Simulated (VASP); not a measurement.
Here is a VASP 6.6.1 calculation.

The input INCAR:

```
SYSTEM = Cu
ALGO     = Normal         ! electronic algorithm
EDIFF    = 1E-6           ! SCF threshold, eV
ENCUT    = 520            ! plane-wave cutoff, eV
GGA      = PS             ! functional
ISIF     = 2              ! what is computed and relaxed
ISMEAR   = 0              ! smearing method
IVDW     = 13             ! dispersion correction
LASPH    = .True.         ! aspherical terms in the spheres
LCHARG   = .True.         ! write CHGCAR
LELF     = .True.         ! ELF
LREAL    = .False.        ! projectors in reciprocal space
LVHAR    = .True.       
LWAVE    = .False.        ! write WAVECAR
NBANDS   = 12             ! bands
NELM     = 80             ! most SCF steps
PREC     = Accurate       ! precision mode
SIGMA    = 0.15           ! smearing width, eV
```

KPOINTS

```
k-points
0
Gamma
  3 13 2
  0 0 0
```

POSCAR

```
Cu
1.0
   11.5702540000      0.0000000000      0.0000000000
    0.0000000000      2.2382120000      0.0000000000
   -4.5956240000      0.0000000000     21.7433880000
Cu
1
Direct
    0.5000000000      0.5000000000      0.5000000000
```

Potentials or basis: VASP PAW PBE potentials, release 64 (Cu).

Launch:

```console
$ cat potpaw_PBE.64/Cu/POTCAR > POTCAR
$ mpirun -np 1 vasp_std > vasp.out
```

**Question.** Predict the dispersion energy per atom.

**Answer.** -0.019 eV.

**Question.** Estimate the pressure.

**Answer.** 0.0 GPa.

Caveat: the PAW data sets were made with another functional, which shifts forces and pressure a little; pairwise dispersion overbinds metals, which lowers pressure and volume.
